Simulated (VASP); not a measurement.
Write the native input for VASP 6.6.1 that does the following.

| Item | Value |
| --- | --- |
| Task | single point |
| Functional | r2SCAN |
| Potentials or basis | VASP PAW PBE potentials, release 64 (Ga_d, As) |
| Cutoff | 520 eV |
| k mesh | 8 × 8 × 8 |
| Occupations | fermi-dirac, width 0.02 eV |
| Spin | no spin polarisation |
| Dipole correction | no |
| Further INCAR settings | ALGO = Normal; EDIFF = 1e-06; NBANDS = 16 |

The system is GaAs.

```
CELL_PARAMETERS angstrom
0.00000 2.83309 2.83309
2.83309 0.00000 2.83309
2.83309 2.83309 0.00000
ATOMIC_POSITIONS crystal
Ga 0.00000 0.00000 0.00000
As 0.25000 0.25000 0.25000
```

One way to write it, as run:

POSCAR

```
GaAs
1.0
    0.0000000000      2.8330850939      2.8330850939
    2.8330850939      0.0000000000      2.8330850939
    2.8330850939      2.8330850939      0.0000000000
Ga As
1 1
Direct
    0.0000000000      0.0000000000      0.0000000000
    0.2500000000      0.2500000000      0.2500000000
```

INCAR.step1

```
ALGO = Normal ; EDIFF = 1E-4
ENCUT = 520 ; GGA = PE
ISMEAR = -1 ; LASPH = True
LCHARG = False ; LREAL = False
LWAVE = True ; NBANDS = 16
NELM = 60 ; PREC = Accurate
SIGMA = 0.02
```

INCAR.step2

```
ALGO = Normal ; EDIFF = 1E-6
ENCUT = 520 ; ISIF = 2
ISMEAR = -1 ; ISTART = 1
LASPH = True ; LCHARG = False
LMIXTAU = True ; LREAL = False
LWAVE = False ; METAGGA = R2SCAN
NBANDS = 16 ; NELM = 60
PREC = Accurate ; SIGMA = 0.02
```

KPOINTS

```
k-points
0
Gamma
  8 8 8
```

Potentials or basis: VASP PAW PBE potentials, release 64 (Ga_d, As).

Run with:

```bash
$ cat potpaw_PBE.64/Ga_d/POTCAR potpaw_PBE.64/As/POTCAR > POTCAR
$ cp INCAR.step1 INCAR
$ mpirun -np 1 vasp_std > vasp.out
$ cp INCAR.step2 INCAR
$ mpirun -np 1 vasp_std > vasp.out
```

Results of the run:

```json
{
 "Pressure": "0.1 GPa",
 "Band gap on the k mesh": "0.94 eV"
}
```

Caveat: the PAW data sets were made with another functional, which shifts forces and pressure a little.

Run time: 80 s on 1 thread of Intel(R) Xeon(R) Platinum 8375C CPU @ 2.90GHz (Ice Lake) (shared host), peak memory 0.18 GiB.
